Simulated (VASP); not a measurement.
# Nb in VASP: notebook

The runs below take Nb through single point, with PBE.

Program: VASP 6.6.1. These are calculated values, not measurements. Logs are shortened: lines on timing, memory, paths and dates and some standing lists are left out, and cuts for length are marked.

**1. The cell of the first run**

The typed cell holds 2 atoms: a = 2.911 Å, b = 5.352 Å, c = 2.899 Å, α = 121.58°, β = 110.25°, γ = 78.78°.

The cell was generated, and may not be a known phase.

**2. Single point, PBE**

INCAR

```
ALGO     = Normal         # electronic algorithm
EDIFF    = 1E-6           # SCF threshold, eV
ENCUT    = 520            # plane-wave cutoff, eV
GGA      = PE             # functional
ISIF     = 2              # what is computed and relaxed
ISMEAR   = 0              # smearing method
LASPH    = True           # aspherical terms in the spheres
LCHARG   = False          # write CHGCAR
LREAL    = False          # projectors in reciprocal space
LWAVE    = False          # write WAVECAR
NBANDS   = 20             # bands
NELM     = 80             # most SCF steps
PREC     = Accurate       # precision mode
SIGMA    = 0.1            # smearing width, eV
```

KPOINTS

```
k-points
0
Gamma
  6 4 6
```

POSCAR

```
Nb
1.0
    2.8892822985     -0.0855417000     -0.3426284264
    1.1418279564      5.2026296603     -0.5183861125
   -0.7412184005     -1.1441114657      2.5587766488
Nb
2
Direct
    0.1309841652      0.8485920511      0.0641896268
    0.6313260680      0.3485244689      0.0638545044
```

Potentials or basis: VASP PAW PBE potentials, release 64 (Nb_sv).

Launch:

```
$ cat potpaw_PBE.64/Nb_sv/POTCAR > POTCAR
$ mpirun -np 1 vasp_std > vasp.out
```

OUTCAR:

```text
EDIFF = 1E-6
   ENCUT = 520
   GGA = PE
   ISIF = 2
   ISMEAR = 0
   LASPH = True
   LREAL = False
   NELM = 80
   PREC = Accurate

 ion  position               nearest neighbor table
   1  0.131  0.849  0.064-   2 2.79   2 2.79   2 2.86   2 2.86
   2  0.631  0.349  0.064-   1 2.79   1 2.79   1 2.86   1 2.86

  LATTYP: Found a triclinic cell.
 ALAT       =     3.3222790914
 B/A-ratio  =     0.8761407383
 C/A-ratio  =     1.3726062608
 COS(alpha) =     0.0083779002
 COS(beta)  =     0.0258592749
 COS(gamma) =     0.5741451224

  Lattice vectors:

 A1 = (   2.1480638980,  -1.2296531657,   2.2161482224)
 A2 = (   2.8892822985,  -0.0855417000,  -0.3426284264)
 A3 = (   0.4006095559,   4.0585181946,   2.0403905363)

Analysis of symmetry for initial positions (statically):
=====================================================================
 Subroutine PRICEL returns:
 Original cell was already a primitive cell.

 Routine SETGRP: Setting up the symmetry group for a
 triclinic supercell.

 Subroutine GETGRP returns: Found  2 space group operations
 (whereof  1 operations were pure point group operations)
 out of a pool of  2 trial point group operations.

The static configuration has the point symmetry C_1 .
 The point group associated with its full space group is S_2 .

Analysis of symmetry for dynamics (positions and initial velocities):
=====================================================================
 Subroutine PRICEL returns:
 Original cell was already a primitive cell.

 Routine SETGRP: Setting up the symmetry group for a
 triclinic supercell.

 Subroutine GETGRP returns: Found  2 space group operations
 (whereof  1 operations were pure point group operations)
 out of a pool of  2 trial point group operations.

The dynamic configuration has the point symmetry C_1 .
 The point group associated with its full space group is S_2 .

 Subroutine INISYM returns: Found  2 space group operations
 (whereof  1 operations are pure point group operations),
 and found     1 'primitive' translations

----------------------------------------------------------------------------------------

                                     Primitive cell

  volume of cell :      36.0930

  direct lattice vectors                    reciprocal lattice vectors
     2.889282298 -0.085541700 -0.342628426     0.352403180 -0.070303045  0.070648293
     1.141827956  5.202629660 -0.518386112     0.016925382  0.197796593  0.093344120
    -0.741218400 -1.144111466  2.558776649     0.050616856  0.030658082  0.419182506

  length of vectors
     2.910784056  5.351621308  2.899264338     0.366226298  0.219369746  0.423339058

  position of ions in fractional coordinates (direct lattice)
     0.130984165  0.848592051  0.064189627
     0.631326068  0.348524469  0.063854504

  ion indices of the primitive-cell ions
   primitive index   ion index
                 1           1
                 2           2

----------------------------------------------------------------------------------------

 KPOINTS: k-points

Automatic generation of k-mesh.
 Grid dimensions read from file:
 generate k-points for:    6    4    6

 Generating k-lattice:

  Cartesian coordinates                     Fractional coordinates (reciprocal lattice)
     0.058733863 -0.011717174  0.011774715     0.166666667 -0.000000000 -0.000000000
     0.004231345  0.049449148  0.023336030     0.000000000  0.250000000 -0.000000000
     0.008436143  0.005109680  0.069863751    -0.000000000 -0.000000000  0.166666667

  Length of vectors
     0.061037716  0.054842437  0.070556510

  Shift w.r.t. Gamma in fractional coordinates (k-lattice)
     0.000000000  0.000000000  0.000000000

 Subroutine IBZKPT returns following result:
 ===========================================

 Found     76 irreducible k-points:

 Following reciprocal coordinates:
            Coordinates               Weight
  0.000000  0.000000  0.000000      1.000000
  0.166667  0.000000  0.000000      2.000000
  0.333333 -0.000000  0.000000      2.000000
  0.500000  0.000000  0.000000      1.000000
  0.000000  0.250000  0.000000      2.000000
  0.166667  0.250000  0.000000      2.000000
[... 16 lines left out ...]
  0.333333  0.250000  0.166667      2.000000
  0.500000  0.250000  0.166667      2.000000
 [... further k-points ...]
   k-points           NKPTS =     76   k-points in BZ     NKDIM =     76   number of bands    NBANDS=     20
   number of dos      NEDOS =    301   number of ions     NIONS =      2
   total plane-waves  NPLWV =  23040
   dimension x,y,z NGX =    24 NGY =   40 NGZ =   24
   dimension x,y,z NGXF=    48 NGYF=   80 NGZF=   48
   ions per type =               2
   NGX,Y,Z   is equivalent  to a cutoff of  13.71, 12.43, 13.76 a.u.
   NGXF,Y,Z  is equivalent  to a cutoff of  27.41, 24.85, 27.52 a.u.
 SYSTEM =  unknown system
   PREC   = accura    normal or accurate (medium, high low for compatibility)
   ISTART =      0    job   : 0-new  1-cont  2-samecut
   ICHARG =      2    charge: 1-file 2-atom 10-const
   ISPIN  =      1    spin polarized calculation?
   LNONCOLLINEAR =      F non collinear calculations
   LSORBIT =      F    spin-orbit coupling
   LASPH  =      T    aspherical Exc in radial PAW
   ENCUT  =  520.0 eV  38.22 Ry    6.18 a.u.   5.41  9.95  5.39*2*pi/ulx,y,z
   NELM   =     80;   NELMIN=  2; NELMDL= -5     # of ELM steps
   EDIFF  = 0.1E-05   stopping-criterion for ELM
   LREAL  =      F    real-space projection
   EDIFFG = 0.1E-04   stopping-criterion for IOM
   NSW    =      0    number of steps for IOM
   IBRION =     -1    ionic relax: 0-MD 1-quasi-New 2-CG
   NFREE  =      0    steps in history (QN), initial steepest desc. (CG)
   ISIF   =      2    stress and relaxation
   ISYM   =      2    0-nonsym 1-usesym 2-fastsym
   POTIM  = 0.5000    time-step for ionic-motion
   TEBEG  =    0.0;   TEEND  =   0.0 temperature during run
   PSTRESS=    0.0 pullay stress
   NELECT =      26.0000    total number of electrons
   NUPDOWN=      -1.0000    fix difference up-down
   EMIN   =  10.00;   EMAX   =-10.00  energy-range for DOS
   EFERMI =   0.00;   METHOD = LEGACY
   ISMEAR =     0;   SIGMA  =   0.10  broadening in eV -4-tet -1-fermi 0-gaus
   EFERMI_NEDOS =   21; number of points for ismear=-14 and -15
   IALGO  =     38    algorithm
   IMIX   =      4    mixing-type and parameters
     AMIX     =   0.40;   BMIX     =  1.00
     AMIX_MAG =   1.60;   BMIX_MAG =  1.00
  volume/ion in A,a.u.               =      18.05       121.78
  Fermi-wavevector in a.u.,A,eV,Ry     =   1.467546  2.773260 29.302753  2.153692
  Thomas-Fermi vector in A             =   2.583151
   LORBIT       =      0    0 simple, 1 ext, 2 COOP (PROOUT), +10 PAW based schemes
   GGA     = PE    functional components
   LHFCALC =     F    Hartree Fock is set to
   AEXX    =    0.0000 exact exchange contribution
   IVDW    =     0    specifies the selected vdW correction
   LEPSILON=     F    determine dielectric tensor
   LRPA    =     F    only Hartree local field effects (RPA)
 non-spin polarized calculation
 Gauss-broadening in eV      SIGMA  =   0.10
  energy-cutoff  :      520.00
  volume of cell :       36.09
 maximum number of plane-waves:       983
 NGX is ok and might be reduce to    24

 number of electron      26.0000000 magnetization

 Free energy of the ion-electron system (eV)
  ---------------------------------------------------
  ext. energy  EPLUGINS =         0.00000000
  ---------------------------------------------------
  free energy    TOTEN  =       -20.41347858 eV

  energy without entropy =      -20.39967111  energy(sigma->0) =      -20.40657484

 E-fermi :  11.2184     XC(G=0): -12.4828

 val. band max:       11.2050965507   @ k =  -0.1667   0.2500   0.1667
 cond. band min:      11.2198897394   @ k =  -0.1667   0.0000   0.1667
 fundamental gap:      0.0147931888
 Fermi energy:        11.2184024692

 k-point     1 :       0.0000    0.0000    0.0000
  band No.  band energies     occupation
      1     -43.1827      2.00000
      2     -42.8991      2.00000
      3     -19.8775      2.00000
      4     -18.9908      2.00000
      5     -18.5569      2.00000
      6     -18.5519      2.00000
[... 12 lines left out ...]
     19      14.8922      0.00000
     20      17.7954      0.00000

 k-point     2 :       0.1667    0.0000    0.0000
  band No.  band energies     occupation
      1     -43.1388      2.00000
      2     -42.8923      2.00000
      3     -19.7607      2.00000
      4     -19.0993      2.00000
      5     -18.7749      2.00000
      6     -18.6458      2.00000
[... 12 lines left out ...]
     19      15.4348      0.00000
     20      19.2705      0.00000

 k-point     3 :       0.3333   -0.0000    0.0000
  band No.  band energies     occupation
      1     -43.0361      2.00000
      2     -42.8927      2.00000
      3     -19.4575      2.00000
      4     -19.3962      2.00000
      5     -19.2524      2.00000
      6     -18.7107      2.00000
[... 12 lines left out ...]
     19      15.2316      0.00000
     20      21.3960      0.00000

 k-point     4 :       0.5000    0.0000    0.0000
  band No.  band energies     occupation
      1     -42.9387      2.00000
      2     -42.9384      2.00000
      3     -19.5274      2.00000
      4     -19.5269      2.00000
      5     -19.0602      2.00000
      6     -19.0589      2.00000
[... 12 lines left out ...]
     19      18.3711      0.00000
     20      18.3721      0.00000

 k-point     5 :       0.0000    0.2500    0.0000
  band No.  band energies     occupation
      1     -43.1421      2.00000
      2     -42.9416      2.00000
      3     -19.6756      2.00000
      4     -18.9197      2.00000
      5     -18.6500      2.00000
      6     -18.5568      2.00000
[... 12 lines left out ...]
     19      14.6778      0.00000
     20      16.2475      0.00000

 k-point     6 :       0.1667    0.2500    0.0000
  band No.  band energies     occupation
      1     -43.1087      2.00000
      2     -42.9235      2.00000
      3     -19.6825      2.00000
      4     -18.9668      2.00000
      5     -18.9564      2.00000
      6     -18.6377      2.00000
[... 12 lines left out ...]
     19      14.9950      0.00000
     20      17.7691      0.00000

 k-point     7 :       0.3333    0.2500    0.0000
  band No.  band energies     occupation
      1     -43.0245      2.00000
      2     -42.9041      2.00000
      3     -19.7160      2.00000
      4     -19.4309      2.00000
      5     -19.0693      2.00000
      6     -18.7776      2.00000
[... 12 lines left out ...]
     19      15.2064      0.00000
     20      19.4697      0.00000
[... 277 lines left out ...]
 k-point    20 :      -0.1667    0.0000    0.1667
  band No.  band energies     occupation
      1     -43.1133      2.00000
      2     -42.8828      2.00000
      3     -19.7034      2.00000
      4     -19.0681      2.00000
      5     -18.8831      2.00000
      6     -18.7594      2.00000
[... 12 lines left out ...]
     19      16.7715      0.00000
     20      17.1137      0.00000

 k-point    21 :       0.0000    0.2500    0.1667
  band No.  band energies     occupation
      1     -43.0560      2.00000
      2     -42.9755      2.00000
      3     -19.4883      2.00000
      4     -19.1756      2.00000
      5     -18.8029      2.00000
      6     -18.6784      2.00000
[... 12 lines left out ...]
     19      14.9521      0.00000
     20      15.8803      0.00000

 k-point    22 :       0.1667    0.2500    0.1667
  band No.  band energies     occupation
      1     -43.0199      2.00000
      2     -42.9502      2.00000
      3     -19.6366      2.00000
      4     -19.4175      2.00000
      5     -18.8062      2.00000
      6     -18.7976      2.00000
[... 12 lines left out ...]
     19      15.7622      0.00000
     20      17.9291      0.00000

 k-point    23 :       0.3333    0.2500    0.1667
  band No.  band energies     occupation
      1     -42.9573      2.00000
      2     -42.9172      2.00000
      3     -19.7373      2.00000
      4     -19.6561      2.00000
      5     -19.0284      2.00000
      6     -18.9796      2.00000
[... 12 lines left out ...]
     19      17.4081      0.00000
     20      19.1750      0.00000

 k-point    24 :       0.5000    0.2500    0.1667
  band No.  band energies     occupation
      1     -42.9207      2.00000
      2     -42.9200      2.00000
      3     -19.7292      2.00000
      4     -19.7087      2.00000
      5     -19.0402      2.00000
      6     -19.0139      2.00000
[... 12 lines left out ...]
     19      17.8195      0.00000
     20      18.0167      0.00000

 [... further k-points ...]

------------------------ aborting loop because EDIFF is reached ----------------------------------------

  FORCE on cell =-STRESS in cart. coord.  units (eV):
  Direction    XX          YY          ZZ          XY          YZ          ZX
  --------------------------------------------------------------------------------------
  -------------------------------------------------------------------------------------
  Total       -0.0486945     -0.0505659     -0.1366687     -0.0135512      0.0108862     -0.0063830
  in kB       -2.1615628     -2.2446369     -6.0667624     -0.6015416      0.4832413     -0.2833425
  external PRESSURE =      -3.4909874 kB  Pullay stress =       0.0000000 kB

 VOLUME and BASIS-vectors are now :
 -----------------------------------------------------------------------------
  energy-cutoff  :      520.00
  volume of cell :       36.09
      direct lattice vectors                 reciprocal lattice vectors
     2.889282298 -0.085541700 -0.342628426     0.352403180 -0.070303045  0.070648293
     1.141827956  5.202629660 -0.518386112     0.016925382  0.197796593  0.093344120
    -0.741218400 -1.144111466  2.558776649     0.050616856  0.030658082  0.419182506

 POSITION                                       TOTAL-FORCE (eV/Angst)
 -----------------------------------------------------------------------------------
      1.29982      4.33027     -0.32053         0.002290      0.000722     -0.004127
      2.17470      1.68618     -0.23359        -0.002290     -0.000722      0.004127
 -----------------------------------------------------------------------------------
    total drift:                                0.000003      0.000005     -0.000007

  FREE ENERGIE OF THE ION-ELECTRON SYSTEM (eV)
  ---------------------------------------------------
  free  energy   TOTEN  =       -20.4134785768 eV

  energy  without entropy=      -20.3996711083  energy(sigma->0) =      -20.40657484
```

It took 97 s on 1 thread of Intel Xeon 8259CL, shared host; peak memory 0.15 GiB.

What came out:

| Item | Value |
| --- | --- |
| Free energy | -20.4135 eV |
| Pressure | -0.3 GPa |
| Largest force | 0.005 eV/Å |
| Band gap on the k mesh | zero (bands 13 and 14 overlap by 3.07 eV) |

Forces in eV/Å, atoms in the order of the input:
```
Nb   0.002  0.001 -0.004
Nb  -0.002 -0.001  0.004
```

Caveat: the k points lie up to 0.40 Å⁻¹ apart, too coarse for converged energies and pressures of a metal.

**3. Single point, PBE**

This run uses another cell than the first one: it holds 1 atom, not 2.

INCAR

```
PREC = Accurate
ENCUT = 520
EDIFF = 1E-7
ISMEAR = 0
SIGMA = 0.1
LREAL = F
LASPH = T
NELM = 80
ALGO = Fast
ISIF = 2
LWAVE = F
LCHARG = T
GGA = PE
LELF = T
LVHAR = T
NBANDS = 12
```

KPOINTS

```
regular mesh
0
Gamma
  24 24 24
```

POSCAR

```
Nb
1.0
    1.6549436572     -2.3405221639     -0.0206641255
    1.6549436572      2.3405221639     -0.0206641255
   -1.6245563126      0.0000000000      2.3605292417
Nb
1
Direct
    0.0000000000      0.0000000000      0.0000000000
```

Potentials or basis: VASP PAW PBE potentials, release 64 (Nb_sv).

Launch:

```
$ cat potpaw_PBE.64/Nb_sv/POTCAR > POTCAR
$ mpirun -np 1 vasp_std > vasp.out
```

It took 60 min on 1 thread of Intel Xeon 8259CL, shared host; peak memory 0.78 GiB.

Results (log left out):

```yaml
Free_energy: -10.2200 eV
Pressure: -0.3 GPa
Band_gap_on_the_k_mesh: zero (an odd number of electrons rules out a gap without spin polarisation)
```

Levels at points of the mesh, in eV from the Fermi level:
```csv
k point,band 3,band 4,band 5,band 6,band 7,band 8,band 9,band 10,band 11,band 12
"(0.00, 0.00, 0.00)",-29.69,-29.69,-5.94,0.36,0.37,0.37,3.25,3.25,14.19,14.20
"(0.50, 0.00, 0.00)",-30.11,-29.70,-3.70,-1.64,2.24,3.28,3.96,6.32,11.60,11.93
"(0.50, 0.50, 0.00)",-30.11,-29.70,-3.70,-1.64,2.25,3.28,3.96,6.32,11.60,11.93
"(0.00, 0.00, 0.50)",-30.11,-29.70,-3.70,-1.64,2.25,3.28,3.96,6.32,11.60,11.94
"(0.50, 0.00, 0.50)",-30.11,-29.70,-3.70,-1.64,2.25,3.28,3.95,6.32,11.60,11.94
"(0.50, 0.50, 0.50)",-30.60,-30.60,-3.69,-3.69,5.55,5.56,5.56,9.01,9.02,9.02
```
